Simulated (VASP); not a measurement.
# Cu3N (Pm-3m) in VASP: further runs

Runs on Cu3N. Level: PBE. Tasks: single point, relaxation of cell and atoms.

Program: VASP 6.6.1. These are calculated values, not measurements. Logs are shortened: lines on timing, memory, paths and dates and some standing lists are left out, and cuts for length are marked.

## Step 1: The cell of the first run

The structure is cubic, space group Pm-3m (No. 221). The conventional cell has a = 3.829 Å, b = 3.829 Å, c = 3.829 Å, α = 90.00°, β = 90.00°, γ = 90.00°. Within 2.5 Å of Cu (site symmetry 4/mmm) lie 2 N at 1.91 Å. Within 2.5 Å of N (site symmetry m-3m) lie 6 Cu at 1.91 Å.

## Step 2: Single point, PBE

Contents of INCAR:

```
ALGO = Normal
EDIFF = 1E-6
ENCUT = 600
GGA = PE
GGA_COMPAT = F
ISIF = 2
ISMEAR = -1
LASPH = T
LCHARG = F
LREAL = F
LWAVE = F
NBANDS = 27
NELM = 120
PREC = Accurate
SIGMA = 0.02
```

Contents of KPOINTS:

```
k-points
0
Gamma
  6 6 6
```

Contents of POSCAR:

```
Cu3N
1.0
    3.8288425857      0.0000000000      0.0000000000
    0.0000000000      3.8288425857      0.0000000000
    0.0000000000      0.0000000000      3.8288425857
Cu N
3 1
Direct
    0.5000000000      0.0000000000      0.0000000000
    0.0000000000      0.5000000000      0.0000000000
    0.0000000000      0.0000000000      0.5000000000
    0.0000000000      0.0000000000      0.0000000000
```

Potentials or basis: VASP PAW PBE potentials, release 64 (Cu, N).

Command:

```
$ cat potpaw_PBE.64/Cu/POTCAR potpaw_PBE.64/N/POTCAR > POTCAR
$ mpirun -np 1 vasp_std > vasp.out
```

OUTCAR:

```text
EDIFF = 1E-6
   ENCUT = 600
   GGA = PE
   ISIF = 2
   ISMEAR = -1
   LASPH = T
   LREAL = F
   NELM = 120
   PREC = Accurate

 ion  position               nearest neighbor table
   1  0.500  0.000  0.000-   4 1.91   4 1.91   2 2.71   3 2.71   2 2.71   2 2.71   3 2.71   3 2.71
                             3 2.71   2 2.71
   2  0.000  0.500  0.000-   4 1.91   4 1.91   1 2.71   3 2.71   1 2.71   3 2.71   3 2.71   3 2.71
                             1 2.71   1 2.71
   3  0.000  0.000  0.500-   4 1.91   4 1.91   1 2.71   1 2.71   2 2.71   2 2.71   2 2.71   2 2.71
                             1 2.71   1 2.71
   4  0.000  0.000  0.000-   1 1.91   2 1.91   3 1.91   3 1.91   2 1.91   1 1.91

  LATTYP: Found a simple cubic cell.
 ALAT       =     3.8288425857

  Lattice vectors:

 A1 = (   3.8288425857,   0.0000000000,   0.0000000000)
 A2 = (   0.0000000000,   3.8288425857,   0.0000000000)
 A3 = (   0.0000000000,   0.0000000000,   3.8288425857)

Analysis of symmetry for initial positions (statically):
=====================================================================
 Subroutine PRICEL returns:
 Original cell was already a primitive cell.

 Routine SETGRP: Setting up the symmetry group for a
 simple cubic supercell.

 Subroutine GETGRP returns: Found 48 space group operations
 (whereof 48 operations were pure point group operations)
 out of a pool of 48 trial point group operations.

The static configuration has the point symmetry O_h .

Analysis of symmetry for dynamics (positions and initial velocities):
=====================================================================
 Subroutine PRICEL returns:
 Original cell was already a primitive cell.

 Routine SETGRP: Setting up the symmetry group for a
 simple cubic supercell.

 Subroutine GETGRP returns: Found 48 space group operations
 (whereof 48 operations were pure point group operations)
 out of a pool of 48 trial point group operations.

The dynamic configuration has the point symmetry O_h .

 Subroutine INISYM returns: Found 48 space group operations
 (whereof 48 operations are pure point group operations),
 and found     1 'primitive' translations

----------------------------------------------------------------------------------------

                                     Primitive cell

  volume of cell :      56.1310

  direct lattice vectors                    reciprocal lattice vectors
     3.828842586  0.000000000  0.000000000     0.261175532  0.000000000  0.000000000
     0.000000000  3.828842586  0.000000000     0.000000000  0.261175532  0.000000000
     0.000000000  0.000000000  3.828842586     0.000000000  0.000000000  0.261175532

  length of vectors
     3.828842586  3.828842586  3.828842586     0.261175532  0.261175532  0.261175532

  position of ions in fractional coordinates (direct lattice)
     0.500000000  0.000000000  0.000000000
     0.000000000  0.500000000  0.000000000
     0.000000000  0.000000000  0.500000000
     0.000000000  0.000000000  0.000000000

  ion indices of the primitive-cell ions
   primitive index   ion index
                 1           1
                 2           2
                 3           3
                 4           4

----------------------------------------------------------------------------------------

 KPOINTS: k-points

Automatic generation of k-mesh.
 Grid dimensions read from file:
 generate k-points for:    6    6    6

 Generating k-lattice:

  Cartesian coordinates                     Fractional coordinates (reciprocal lattice)
     0.043529255  0.000000000  0.000000000     0.166666667  0.000000000  0.000000000
     0.000000000  0.043529255  0.000000000     0.000000000  0.166666667  0.000000000
     0.000000000  0.000000000  0.043529255     0.000000000  0.000000000  0.166666667

  Length of vectors
     0.043529255  0.043529255  0.043529255

  Shift w.r.t. Gamma in fractional coordinates (k-lattice)
     0.000000000  0.000000000  0.000000000

 Subroutine IBZKPT returns following result:
 ===========================================

 Found     20 irreducible k-points:

 Following reciprocal coordinates:
            Coordinates               Weight
  0.000000  0.000000  0.000000      1.000000
  0.166667  0.000000  0.000000      6.000000
  0.333333  0.000000  0.000000      6.000000
  0.500000  0.000000  0.000000      3.000000
  0.166667  0.166667  0.000000     12.000000
  0.333333  0.166667  0.000000     24.000000
[... 12 lines left out ...]
  0.500000  0.500000  0.333333      6.000000
  0.500000  0.500000  0.500000      1.000000
   k-points           NKPTS =     20   k-points in BZ     NKDIM =     20   number of bands    NBANDS=     27
   number of dos      NEDOS =    301   number of ions     NIONS =      4
   total plane-waves  NPLWV =  32768
   dimension x,y,z NGX =    32 NGY =   32 NGZ =   32
   dimension x,y,z NGXF=    64 NGYF=   64 NGZF=   64
   ions per type =               3   1
   NGX,Y,Z   is equivalent  to a cutoff of  13.89, 13.89, 13.89 a.u.
   NGXF,Y,Z  is equivalent  to a cutoff of  27.79, 27.79, 27.79 a.u.
 SYSTEM =  unknown system
   PREC   = accura    normal or accurate (medium, high low for compatibility)
   ISTART =      0    job   : 0-new  1-cont  2-samecut
   ICHARG =      2    charge: 1-file 2-atom 10-const
   ISPIN  =      1    spin polarized calculation?
   LNONCOLLINEAR =      F non collinear calculations
   LSORBIT =      F    spin-orbit coupling
   LASPH  =      T    aspherical Exc in radial PAW
   ENCUT  =  600.0 eV  44.10 Ry    6.64 a.u.   7.65  7.65  7.65*2*pi/ulx,y,z
   NELM   =    120;   NELMIN=  2; NELMDL= -5     # of ELM steps
   EDIFF  = 0.1E-05   stopping-criterion for ELM
   LREAL  =      F    real-space projection
   EDIFFG = 0.1E-04   stopping-criterion for IOM
   NSW    =      0    number of steps for IOM
   IBRION =     -1    ionic relax: 0-MD 1-quasi-New 2-CG
   NFREE  =      0    steps in history (QN), initial steepest desc. (CG)
   ISIF   =      2    stress and relaxation
   ISYM   =      2    0-nonsym 1-usesym 2-fastsym
   POTIM  = 0.5000    time-step for ionic-motion
   TEBEG  =    0.0;   TEEND  =   0.0 temperature during run
   PSTRESS=    0.0 pullay stress
   NELECT =      38.0000    total number of electrons
   NUPDOWN=      -1.0000    fix difference up-down
   EMIN   =  10.00;   EMAX   =-10.00  energy-range for DOS
   EFERMI =   0.00;   METHOD = LEGACY
   ISMEAR =    -1;   SIGMA  =   0.02  broadening in eV -4-tet -1-fermi 0-gaus
   EFERMI_NEDOS =   21; number of points for ismear=-14 and -15
   IALGO  =     38    algorithm
   IMIX   =      4    mixing-type and parameters
     AMIX     =   0.40;   BMIX     =  1.00
     AMIX_MAG =   1.60;   BMIX_MAG =  1.00
  volume/ion in A,a.u.               =      14.03        94.70
  Fermi-wavevector in a.u.,A,eV,Ry     =   1.437480  2.716444 28.114387  2.066349
  Thomas-Fermi vector in A             =   2.556553
   LORBIT       =      0    0 simple, 1 ext, 2 COOP (PROOUT), +10 PAW based schemes
   GGA     = PE    functional components
   LHFCALC =     F    Hartree Fock is set to
   AEXX    =    0.0000 exact exchange contribution
   IVDW    =     0    specifies the selected vdW correction
   LEPSILON=     F    determine dielectric tensor
   LRPA    =     F    only Hartree local field effects (RPA)
 non-spin polarized calculation
  energy-cutoff  :      600.00
  volume of cell :       56.13
 maximum number of plane-waves:      1891
 NGX is ok and might be reduce to    32
   NGX = 15   NGY = 15   NGZ = 15

 number of electron      37.9999975 magnetization

 Free energy of the ion-electron system (eV)
  ---------------------------------------------------
  ext. energy  EPLUGINS =         0.00000000
  ---------------------------------------------------
  free energy    TOTEN  =       -18.38398308 eV

  energy without entropy =      -18.38396511  energy(sigma->0) =      -18.38397410

 E-fermi :   4.9173     XC(G=0): -10.7287

 val. band max:        4.7955403289   @ k =   0.5000   0.5000   0.5000
 cond. band min:       5.0391437224   @ k =   0.5000   0.5000   0.0000
 fundamental gap:      0.2436033936
 Fermi energy:         4.9173357265

 k-point     1 :       0.0000    0.0000    0.0000
  band No.  band energies     occupation
      1     -11.9138      2.00000
      2      -0.3638      2.00000
      3       0.1061      2.00000
      4       0.1061      2.00000
      5       0.1061      2.00000
      6       1.0118      2.00000
[... 19 lines left out ...]
     26      16.9632      0.00000
     27      16.9633      0.00000

 k-point     2 :       0.1667    0.0000    0.0000
  band No.  band energies     occupation
      1     -11.8186      2.00000
      2      -0.9209      2.00000
      3      -0.1481      2.00000
      4      -0.1481      2.00000
      5       0.0062      2.00000
      6       1.0390      2.00000
[... 19 lines left out ...]
     26      15.5640      0.00000
     27      15.9229      0.00000

 k-point     3 :       0.3333    0.0000    0.0000
  band No.  band energies     occupation
      1     -11.6147      2.00000
      2      -2.0817      2.00000
      3      -0.4720      2.00000
      4      -0.4720      2.00000
      5       0.5094      2.00000
      6       1.0970      2.00000
[... 19 lines left out ...]
     26      14.5708      0.00000
     27      14.5712      0.00000

 k-point     4 :       0.5000    0.0000    0.0000
  band No.  band energies     occupation
      1     -11.5047      2.00000
      2      -2.5685      2.00000
      3      -0.5960      2.00000
      4      -0.5960      2.00000
      5       0.9982      2.00000
      6       1.1282      2.00000
[... 19 lines left out ...]
     26      13.9998      0.00000
     27      13.9998      0.00000
[... 396 lines left out ...]
      4      -2.3555      2.00000
      5       1.3952      2.00000
      6       1.7193      2.00000
[... 19 lines left out ...]
     26      12.9542      0.00000
     27      17.3374      0.00000

 k-point    19 :       0.5000    0.5000    0.3333
  band No.  band energies     occupation
      1     -10.7701      2.00000
      2      -2.7905      2.00000
      3      -2.7905      2.00000
      4      -2.4223      2.00000
      5       1.3354      2.00000
      6       1.8159      2.00000
[... 19 lines left out ...]
     26      12.7133      0.00000
     27      16.5098      0.00000

 k-point    20 :       0.5000    0.5000    0.5000
  band No.  band energies     occupation
      1     -10.6524      2.00000
      2      -2.8287      2.00000
      3      -2.8287      2.00000
      4      -2.8287      2.00000
      5       1.2596      2.00000
      6       1.8599      2.00000
[... 19 lines left out ...]
     26      12.7386      0.00000
     27      15.3931      0.00000

------------------------ aborting loop because EDIFF is reached ----------------------------------------

  FORCE on cell =-STRESS in cart. coord.  units (eV):
  Direction    XX          YY          ZZ          XY          YZ          ZX
  --------------------------------------------------------------------------------------
  -------------------------------------------------------------------------------------
  Total        0.2552708      0.2552708      0.2552708      0.0000000      0.0000000     -0.0000000
  in kB        7.2863349      7.2863349      7.2863349      0.0000000      0.0000000     -0.0000000
  external PRESSURE =       7.2863349 kB  Pullay stress =       0.0000000 kB

 VOLUME and BASIS-vectors are now :
 -----------------------------------------------------------------------------
  energy-cutoff  :      600.00
  volume of cell :       56.13
      direct lattice vectors                 reciprocal lattice vectors
     3.828842586  0.000000000  0.000000000     0.261175532  0.000000000  0.000000000
     0.000000000  3.828842586  0.000000000     0.000000000  0.261175532  0.000000000
     0.000000000  0.000000000  3.828842586     0.000000000  0.000000000  0.261175532

 POSITION                                       TOTAL-FORCE (eV/Angst)
 -----------------------------------------------------------------------------------
      1.91442      0.00000      0.00000         0.000000      0.000000      0.000000
      0.00000      1.91442      0.00000         0.000000      0.000000      0.000000
      0.00000      0.00000      1.91442         0.000000      0.000000      0.000000
      0.00000      0.00000      0.00000         0.000000      0.000000      0.000000
 -----------------------------------------------------------------------------------
    total drift:                                0.000000      0.000000     -0.000000

  FREE ENERGIE OF THE ION-ELECTRON SYSTEM (eV)
  ---------------------------------------------------
  free  energy   TOTEN  =       -18.3839830836 eV

  energy  without entropy=      -18.3839651100  energy(sigma->0) =      -18.38397410
```

Wall time 14 s (1 thread of Intel Xeon 6975P-C (Granite Rapids), shared host); peak memory 0.18 GiB.

Results:

* Free energy: -18.3840 eV
* Pressure: 0.7 GPa
* Band gap on the k mesh: 0.24 eV, indirect (least direct gap 0.79 eV)

## Step 3: Relaxation of cell and atoms, PBE

This run uses another cell than the first one, of 13.79 Å³/atom, 0.983 times its volume.

Contents of INCAR:

```
PREC = Accurate
ENCUT = 600
EDIFF = 1E-7
ISMEAR = -1
SIGMA = 0.02
LREAL = False
LASPH = True
NELM = 120
ALGO = Normal
ISIF = 3
LWAVE = False
LCHARG = False
GGA = PE
IBRION = 2
NSW = 80
EDIFFG = -0.005
GGA_COMPAT = False
NELMIN = 4
```

Contents of KPOINTS:

```
Automatic mesh
0
Gamma
  6 6 6
```

Contents of POSCAR:

```
Cu3N
1.0
    3.8070000000      0.0000000000      0.0000000000
    0.0000000000      3.8070000000      0.0000000000
    0.0000000000      0.0000000000      3.8070000000
Cu N
3 1
Direct
    0.5000000000      0.0000000000      0.0000000000
    0.0000000000      0.5000000000      0.0000000000
    0.0000000000      0.0000000000      0.5000000000
    0.0000000000      0.0000000000      0.0000000000
```

Potentials or basis: VASP PAW PBE potentials, release 64 (Cu, N).

Command:

```
$ cat potpaw_PBE.64/Cu/POTCAR potpaw_PBE.64/N/POTCAR > POTCAR
$ mpirun -np 1 vasp_std > vasp.out
```

Wall time 40 s (1 thread of Intel Xeon 6975P-C (Granite Rapids), shared host); peak memory 0.18 GiB.

It converged, with:

* Free energy: -18.3837 eV
* Relaxed volume: 14.10 Å³/atom
* Relaxed cell: a = 3.835 Å, b = 3.835 Å, c = 3.835 Å, α = 90.00°, β = 90.00°, γ = 90.00°
* Space group after relaxing (to 0.05 Å): Pm-3m (No. 221)
* Energy gained by relaxing: 2.5 meV/atom
* Ionic steps: 3
* Pressure after relaxing: 0.0 GPa
* Band gap on the k mesh: 0.26 eV, indirect (least direct gap 0.81 eV)

The path:
| step | energy change (eV) | largest force (eV/Å) | pressure (GPa) | volume (Å³) |
| --- | --- | --- | --- | --- |
| 1 | 0.0000 | 0.0000 | 2.64 | 55.18 |
| 2 | -0.0075 | 0.0000 | -1.21 | 57.01 |
| 3 | -0.0098 | 0.0000 | 0.00 | 56.40 |

Final structure:
```cif
data_structure
_symmetry_space_group_name_H-M 'P 1'
_symmetry_Int_Tables_number 1
_cell_length_a 3.8348
_cell_length_b 3.8348
_cell_length_c 3.8348
_cell_angle_alpha 90.000
_cell_angle_beta 90.000
_cell_angle_gamma 90.000
_cell_volume 56.40
loop_
_atom_site_label
_atom_site_type_symbol
_atom_site_fract_x
_atom_site_fract_y
_atom_site_fract_z
_atom_site_occupancy
Cu1 Cu 0.50000 0.00000 0.00000 1
Cu2 Cu 0.00000 0.50000 0.00000 1
Cu3 Cu 0.00000 0.00000 0.50000 1
N1 N 0.00000 0.00000 0.00000 1
```

Levels at points of the mesh, in eV from the valence-band top:
| k point | band 15 | band 16 | band 17 | band 18 | band 19 | band 20 | band 21 | band 22 | band 23 |
| --- | --- | --- | --- | --- | --- | --- | --- | --- | --- |
| (0.00, 0.00, 0.00) | -2.29 | -1.78 | -1.78 | -1.78 | -1.74 | 0.95 | 5.22 | 5.22 | 6.58 |
| (0.50, 0.00, 0.00) | -2.28 | -2.12 | -1.77 | -1.37 | -1.37 | 1.52 | 3.32 | 6.67 | 7.18 |
| (0.50, 0.50, 0.00) | -2.34 | -2.09 | -1.04 | -1.04 | -0.66 | 0.26 | 3.50 | 4.80 | 4.80 |
| (0.50, 0.50, 0.50) | -1.82 | -1.82 | 0.00 | 0.00 | 0.00 | 0.88 | 0.88 | 0.88 | 6.14 |

A k mesh can miss the band edges. Zero-point motion and thermal expansion aren't in these numbers.
